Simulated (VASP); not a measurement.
Crystal: MgI2.

```
Mg I
1.0
     4.20720    0.00000    0.00000
    -2.10360    3.64354    0.00000
     0.00000    0.00000    7.49925
Mg I
1 2
Direct
  0.00000 0.00000 0.00000
  0.33333 0.66667 0.78587
  0.66667 0.33333 0.21413
```

This cell differs from its parent crystal: engineering shear strain xz +0.0000, normal strain along z -0.0400.

| Quantity | Value |
| --- | --- |
| Program | VASP 6.6.1 |
| Task | relaxation of the atoms |
| Functional | PBE |
| Potentials or basis | VASP PAW PBE potentials, release 64 (Mg, I) |
| Cutoff | 520 eV |
| k mesh | 6 × 6 × 4 |
| Occupations | gaussian, width 0.05 eV |
| Spin | no spin polarisation |

At the start: pressure 0.9 GPa; volume 38.32 Å³/atom.

Q: How do energy, volume and symmetry change on relaxing?

A: Over 4 steps the energy falls by 6.6 meV/atom at a fixed cell; space group P-3m1 (No. 164, to 0.1 Å) before and after.

Step by step:
| step | energy change (eV) | largest force (eV/Å) | pressure (GPa) |
| --- | --- | --- | --- |
| 1 | 0.0000 | 0.3196 | 0.95 |
| 2 | -0.0086 | 0.2378 | 0.72 |
| 3 | -0.0196 | 0.0118 | 0.08 |
| 4 | -0.0197 | 0.0005 | 0.05 |

Final structure:
```
Mg I
1.0
     4.20720    0.00000    0.00000
    -2.10360    3.64354    0.00000
     0.00000    0.00000    7.49925
Mg I
1 2
Direct
  0.00000 0.00000 0.00000
  0.33333 0.66667 0.77752
  0.66667 0.33333 0.22248
```

Caveat: the cell differs from its parent crystal (engineering shear strain xz +0.0000, normal strain along z -0.0400); this functional lacks dispersion, which binds layers or chains, so the pressure and a relaxed spacing across them are unreliable.
